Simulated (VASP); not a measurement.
Here is a VASP 6.6.1 calculation.

POSCAR

```
Fe
1.0
    2.5651806937      0.0000000000      0.0000000000
   -1.2825903468      2.2215116460      0.0000000000
    0.0000000000      0.0000000000      4.4306315182
Fe
2
Direct
    0.3333333333      0.6666666667      0.2500000000
    0.6666666667      0.3333333333      0.7500000000
```

Contents of INCAR.step1:

```
ALGO     = Normal         # electronic algorithm
EDIFF    = 1E-4           # SCF threshold, eV
ENCUT    = 520            # plane-wave cutoff, eV
GGA      = PE             # functional
ISMEAR   = 0              # smearing method
ISPIN    = 2              # spin polarisation
LASPH    = True           # aspherical terms in the spheres
LCHARG   = False          # write CHGCAR
LMAXMIX  = 4              # l up to which the mixer works
LREAL    = False          # projectors in reciprocal space
LWAVE    = True           # write WAVECAR
MAGMOM   = 3.21 3.21      # initial moments
NBANDS   = 19             # bands
NELM     = 150            # most SCF steps
PREC     = Accurate       # precision mode
SIGMA    = 0.1            # smearing width, eV
```

INCAR.step2

```
ALGO     = Normal         # electronic algorithm
EDIFF    = 1E-6           # SCF threshold, eV
ENCUT    = 520            # plane-wave cutoff, eV
ISIF     = 2              # what is computed and relaxed
ISMEAR   = 0              # smearing method
ISPIN    = 2              # spin polarisation
ISTART   = 1            
LASPH    = True           # aspherical terms in the spheres
LCHARG   = False          # write CHGCAR
LMAXMIX  = 4              # l up to which the mixer works
LMIXTAU  = True         
LORBIT   = 11             # projections on sites
LREAL    = False          # projectors in reciprocal space
LWAVE    = False          # write WAVECAR
MAGMOM   = 3.21 3.21      # initial moments
METAGGA  = R2SCAN         # meta-GGA
NBANDS   = 19             # bands
NELM     = 150            # most SCF steps
PREC     = Accurate       # precision mode
SIGMA    = 0.1            # smearing width, eV
```

The input KPOINTS:

```
k-points
0
Gamma
  18 18 10
```

Potentials or basis: VASP PAW PBE potentials, release 64 (Fe).

Command:

```sh
$ cat potpaw_PBE.64/Fe/POTCAR > POTCAR
$ cp INCAR.step1 INCAR
$ mpirun -np 1 vasp_std > vasp.out
$ cp INCAR.step2 INCAR
$ mpirun -np 1 vasp_std > vasp.out
```

(1) Estimate the pressure.

(2) Predict the site moments.

(3) What does it give for the net moment?

Results:

(1) -4.9 GPa.

(2) Fe +2.89 μB.

(3) 5.68 μB per cell.

Caveat: the cell stands under tension; the PAW data sets were made with another functional, which shifts forces and pressure a little.
